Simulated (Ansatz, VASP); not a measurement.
SnO2: VASP beside Ansatz

INCAR

```
SYSTEM = SnO2
PREC = Accurate ; ENCUT = 520
EDIFF = 1E-6 ; ISMEAR = 0
SIGMA = 0.05 ; LREAL = .FALSE.
LASPH = .TRUE. ; NELM = 100
ALGO = Normal ; ISIF = 2
LWAVE = .FALSE. ; LCHARG = .FALSE.
GGA = PE ; NBANDS = 35
```

KPOINTS

```
regular mesh
0
G
  6 6 8
  0 0 0
```

Contents of POSCAR:

```
SnO2
1.0
    5.0799098116      0.0000000000      0.0000000000
    0.0000000000      4.5748783043      0.0000000000
    0.0000000000      0.0000000000      3.2381666599
Sn O
2 4
Direct
    0.5000000000      0.5000000000      0.5000000000
    0.0000000000      0.0000000000      0.0000000000
    0.3064962475      0.3066616298      0.0000000000
    0.8064962475      0.1933383702      0.5000000000
    0.1935037525      0.8066616298      0.5000000000
    0.6935037525      0.6933383702      0.0000000000
```

Input for Ansatz:

```yaml
crystal:
  lattice:
    - [5.0799098116, 0.0, 0.0]
    - [0.0, 4.5748783043, 0.0]
    - [0.0, 0.0, 3.2381666599]
  atoms:
    - { symbol: Sn, position: [0.5, 0.5, 0.5] }
    - { symbol: Sn, position: [0.0, 0.0, 0.0] }
    - { symbol: O, position: [0.3064962475, 0.3066616298, 0.0] }
    - { symbol: O, position: [0.8064962475, 0.1933383702, 0.5] }
    - { symbol: O, position: [0.1935037525, 0.8066616298, 0.5] }
    - { symbol: O, position: [0.6935037525, 0.6933383702, 0.0] }
basis:
  ecutwfc: 420
kpoints:
  mp_grid: { grid: [6, 6, 8] }
hamiltonian:
  xc: pbe
scf:
  occupations: { method: gaussian, width: 0.05 }
output:
  forces: true
  stress: true
  eigenvalues: true
```

Change from the starting cell: strain +0.0525 x Voigt [1, -1, 0, 0, 0, 0], atoms carried along.

Alike in both runs: task single point; functional PBE; k mesh 6 × 6 × 8; occupations gaussian, width 0.05 eV; no spin polarisation.

|  | VASP | Ansatz |
| --- | --- | --- |
| version | VASP 6.6.1 | Ansatz 0.2.0 |
| potentials or method | VASP PAW PBE potentials, release 64 (Sn_d, O), cutoff 520 eV | scalar-relativistic, plane waves, PAW |
| valence electrons in the cell | 52 | 52 |

VASP gave:

* gap on the k mesh at the Fermi level (eV): 0.63
* least direct gap on the mesh (eV): 0.63
* pressure (GPa): 0.7
* traceless stress, the component that is largest in VASP (GPa): -4.47
* rms of the force components (eV/Å): 0.039

Q: What did Ansatz give for the same quantities?

A: gap on the k mesh at the Fermi level (eV): 0.64; least direct gap on the mesh (eV): 0.64; pressure (GPa): 0.1; traceless stress, the component that is largest in VASP (GPa): -4.43; rms of the force components (eV/Å): 0.043.

Atom by atom the forces differ by 0.008 eV/Å (rms over components).
